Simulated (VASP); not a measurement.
## Ge: single point with PBEsol

Ge:

```
Ge
1.0
     2.96971   -0.03481    0.00000
    -1.52976    2.54563    0.00000
     0.00000    0.00000    4.60406
Ge
2
Direct
  0.65375 0.34625 0.25000
  0.34625 0.65375 0.75000
```

| Property | Result |
| --- | --- |
| Program | VASP 6.6.1 |
| Task | single point |
| Functional | PBEsol |
| Potentials or basis | VASP PAW PBE potentials, release 64 (Ge_d) |
| Cutoff | 520 eV |
| k mesh | 12 × 12 × 7 |
| Occupations | fermi-dirac, width 0.1 eV |
| Spin | no spin polarisation |

- Pressure: 5.1 GPa
- Band gap on the k mesh: zero (bands 14 and 15 overlap by 9.72 eV)

Levels at points of the mesh, in eV from the Fermi level:
```
           k point  band 10  band 11  band 12  band 13  band 14  band 15  band 16  band 17  band 18  band 19
(0.00, 0.00, 0.00)   -24.59   -13.99    -7.54    -5.96     6.12     7.31     8.89     9.06    10.80    11.31
(0.50, 0.00, 0.00)   -24.59    -8.81    -7.33    -2.19    -1.25    -1.20     1.58     2.08     5.85     7.56
(0.50, 0.50, 0.00)   -24.59    -8.89    -7.97    -2.19    -1.51    -1.00     0.61     2.89     6.87     8.09
```

Wall time 2.3 min on 1 thread of Intel Xeon 8259CL (shared host), peak memory 0.23 GiB.

Caveat: the cell stands under pressure; the PAW data sets were made with another functional, which shifts forces and pressure a little.
